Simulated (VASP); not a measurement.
A run of VASP 6.6.1 is set up as follows.

The input INCAR:

```
SYSTEM = Na4H
PREC = Accurate
ENCUT = 520
EDIFF = 1E-6
ISMEAR = 0
SIGMA = 0.1
LREAL = .FALSE.
LASPH = .TRUE.
NELM = 60
ALGO = Normal
ISIF = 2
LWAVE = .FALSE.
LCHARG = .FALSE.
LDIPOL = .TRUE.
IDIPOL = 3
DIPOL = 0.5 0.5 0.292
GGA = PE
NBANDS = 40
```

The input KPOINTS:

```
regular mesh
0
G
  4 4 1
  0 0 0
```

Contents of POSCAR:

```
Na4H
1.0
    7.2665057608      0.0000000000      0.0000000000
   -2.4221685869      6.8509273320      0.0000000000
    0.0000000000      0.0000000000     20.9665385532
Na H
8 2
Direct
    0.2500000000      0.2500000000      0.1907801800
    0.2500000000      0.7500000000      0.1907801800
    0.7500000000      0.2500000000      0.1907801800
    0.7500000000      0.7500000000      0.1907801800
    0.0000000000      0.0000000000      0.3322693699
    0.0000000000      0.5000000000      0.3322693699
    0.5000000000      0.0000000000      0.3322693699
    0.5000000000      0.5000000000      0.3322693699
   -0.0632353452      0.7500000000      0.4147817977
    0.0632353452      0.7500000000      0.4147817977
```

Potentials or basis: VASP PAW PBE potentials, release 64 (Na_pv, H).

Launch:

```bash
$ cat potpaw_PBE.64/Na_pv/POTCAR potpaw_PBE.64/H/POTCAR > POTCAR
$ mpirun -np 1 vasp_std > vasp.out
```

**Question.** Estimate the largest force.

**Answer.** 2.665 eV/Å.

**Question.** What does it give for the band gap on the k mesh?

**Answer.** Zero (bands 29 and 30 overlap by 0.66 eV).

Forces in eV/Å, atoms in the order of the input:
```
Na   0.005  0.005  0.022
Na   0.015  0.000  0.018
Na  -0.005 -0.005  0.022
Na  -0.015  0.000  0.018
Na  -0.042  0.128 -0.123
Na   0.042 -0.128 -0.123
Na   0.070  0.000 -0.010
Na  -0.070  0.000 -0.010
H    2.661 -0.111  0.094
H   -2.661  0.111  0.094
```
